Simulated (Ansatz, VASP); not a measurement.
**Al3BN2: VASP beside Ansatz**

```xyz
12
Lattice="4.9303 -2.9499 0.0000 4.9303 2.9499 0.0000 0.0000 0.0000 4.8608" Properties=species:S:1:pos:R:3 pbc="T T T"
Al    4.9303    1.5999    2.0336
Al    4.9303   -1.5999    4.4640
Al    6.7116   -1.0193    1.8582
Al    6.7116    1.0193    4.2886
Al    3.1490    1.0193    4.2886
Al    3.1490   -1.0193    1.8582
B     4.9303    2.2658   -0.2092
B     4.9303   -2.2658    2.2212
N     6.6254   -0.7999   -0.0362
N     6.6254    0.7999    2.3942
N     3.2353    0.7999    2.3942
N     3.2353   -0.7999   -0.0362
```

Alike in both runs: functional PBE; k mesh 3 × 3 × 2; occupations gaussian, width 0.15 eV; no spin polarisation.

Ansatz relaxed the structure, and its values are those at the end. VASP's run is a single point on that final structure, the one shown.

|  | VASP | Ansatz |
| --- | --- | --- |
| version | VASP 6.6.1 | Ansatz 0.2.0 |
| potentials or method | VASP PAW PBE potentials, release 64 (Al, B, N), cutoff 520 eV | scalar-relativistic, plane waves, PAW |
| valence electrons in the cell | 44 | 44 |

|  | VASP | Ansatz | Ansatz less VASP |
| --- | --- | --- | --- |
| gap on the k mesh at the Fermi level (eV) | 0.18 | 0.19 | +0.002 |
| least direct gap on the mesh (eV) | 0.35 | 0.35 | +0.002 |
| pressure (GPa) | 0.0 | 0.2 | +0.18 |
| rms of the force components (eV/Å) | 0.014 | 0.014 | +0.0005 |

The functional is the same, so the differences come from potentials, cutoffs and numerics.

The k mesh is coarse, so the values compare programs but aren't converged.
